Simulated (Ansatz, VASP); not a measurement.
## AlC2N2 in VASP and in Ansatz

```
CELL_PARAMETERS angstrom
3.53208 -3.73240 0.00000
3.53208 3.73240 0.00000
0.00000 0.00000 7.15680
ATOMIC_POSITIONS crystal
Al 0.00000 0.00000 0.00000
Al 0.50000 0.50000 0.50000
C 0.19717 0.19717 0.80356
C 0.80283 0.80283 0.19644
C 0.19717 0.19717 0.19644
C 0.80283 0.80283 0.80356
N 0.31289 0.31289 0.68461
N 0.68711 0.68711 0.31539
N 0.31289 0.31289 0.31539
N 0.68711 0.68711 0.68461
```

Alike in both runs: task single point; functional PBE; k mesh 4 × 4 × 4; occupations gaussian, width 0.1 eV; collinear spin.

|  | VASP | Ansatz |
| --- | --- | --- |
| version | VASP 6.6.1 | Ansatz 0.2.0 |
| potentials or method | VASP PAW PBE potentials, release 64 (Al, C, N), cutoff 520 eV | scalar-relativistic, plane waves, PAW |
| valence electrons in the cell | 42 | 42 |

Ansatz gave:

| Item | Value |
| --- | --- |
| gap on the k mesh at the Fermi level (eV) | none |
| pressure (GPa) | 0.1 |
| traceless stress, the component that is largest in VASP (GPa) | -0.15 |
| rms of the force components (eV/Å) | 0.003 |
| net moment per atom (μB) | 0.00 |

Task: Which values does VASP return?

Result: gap on the k mesh at the Fermi level (eV): none; pressure (GPa): 0.4; traceless stress, the component that is largest in VASP (GPa): 0.05; rms of the force components (eV/Å): 0.172; net moment per atom (μB): 0.00.

Atom by atom the forces differ by 0.174 eV/Å (rms over components). A gap of «none» marks a metal or a gap that the smearing closes. One of these differences is far larger than is usual between the two programs; its cause wasn't traced. With one functional, cell and mesh, what is left measures potentials, basis and numerics. Ansatz's warnings: seeded moment not kept.

Noted on VASP's run: the standard files for N, O and F lose accuracy on very short bonds.
